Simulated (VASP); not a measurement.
The system is Tc.

```
Tc
1.0
     1.53000    1.53000    1.53000
    -1.53000    1.53000    1.53000
    -1.53000   -1.53000    1.53000
Tc
1
Direct
  0.00000 0.00000 0.00000
```

| Item | Value |
| --- | --- |
| Program | VASP 6.6.1 |
| Task | relaxation of cell and atoms |
| Functional | LDA |
| Potentials or basis | VASP PAW LDA potentials, release 64 (Tc_pv) |
| Cutoff | 600 eV |
| k mesh | 20 × 20 × 20 |
| Occupations | fermi-dirac, width 0.05 eV |
| Spin | no spin polarisation |

At the start: pressure -8.6 GPa; volume 14.33 Å³/atom.

Problem. Where does the relaxation end?

Solution. Over 4 steps the energy falls by 10.6 meV/atom and the volume is 13.94 Å³/atom (-2.7 %); space group Im-3m (No. 229, to 0.05 Å).

Step by step:
```tsv
step	energy change (eV)	largest force (eV/Å)	pressure (GPa)	volume (Å³)
1	0.0000	0.0000	-8.59	14.33
2	0.1061	0.0000	35.14	12.79
3	-0.0105	0.0000	-0.33	13.96
4	-0.0106	0.0000	-0.06	13.94
```

Final structure:
```
Tc
1.0
     1.51626    1.51626    1.51626
    -1.51626    1.51626    1.51626
    -1.51626   -1.51626    1.51626
Tc
1
Direct
  0.00000 0.00000 0.00000
```
